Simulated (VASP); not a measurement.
The system is CuGe6.

```
Cu Ge
1.0
    -3.28037    3.28037    3.28037
     3.28037   -3.28037    3.28037
     3.28037    3.28037   -3.28037
Cu Ge
1 6
Direct
  0.00000 0.00000 0.00000
  0.00000 0.66742 0.66742
  0.00000 0.33258 0.33258
  0.66742 0.00000 0.66742
  0.33258 0.00000 0.33258
  0.66742 0.66742 0.00000
  0.33258 0.33258 0.00000
```

The cell was built from a structure type or drawn by symmetry, and may not be a known phase.

```yaml
Program: VASP 6.6.1
Task: relaxation of cell and atoms
Functional: PBE
Potentials_or_basis: VASP PAW PBE potentials, release 64 (Cu, Ge_d)
Cutoff: 600 eV
k_mesh: 4 × 4 × 4
Occupations: gaussian, width 0.1 eV
Spin: no spin polarisation
```

At the start: pressure 18.8 GPa; volume 20.17 Å³/atom.

**Question.** How do energy, volume and symmetry change on relaxing?

**Answer.** Over 5 steps the energy falls by 254.0 meV/atom and the volume is 25.45 Å³/atom (+26.2 %); space group Im-3m (No. 229, to 0.1 Å) before and after.

Step by step:
```csv
step,energy change (eV),largest force (eV/Å),pressure (GPa),volume (Å³)
1,0.0000,0.1600,18.82,141.20
2,-1.5833,0.0226,-3.24,195.36
3,-1.7778,0.0507,0.01,178.09
4,-1.7774,0.0509,-0.19,178.88
5,-1.7782,0.0017,0.01,178.14
```

Final structure:
```
CELL_PARAMETERS angstrom
-3.54458 3.54458 3.54458
3.54458 -3.54458 3.54458
3.54458 3.54458 -3.54458
ATOMIC_POSITIONS crystal
Cu 0.00000 0.00000 0.00000
Ge 0.00000 0.66621 0.66621
Ge 0.00000 0.33379 0.33379
Ge 0.66621 0.00000 0.66621
Ge 0.33379 0.00000 0.33379
Ge 0.66621 0.66621 0.00000
Ge 0.33379 0.33379 0.00000
```

Caveat: the volume moved by over 15 % at a fixed basis, so the end points are rough.
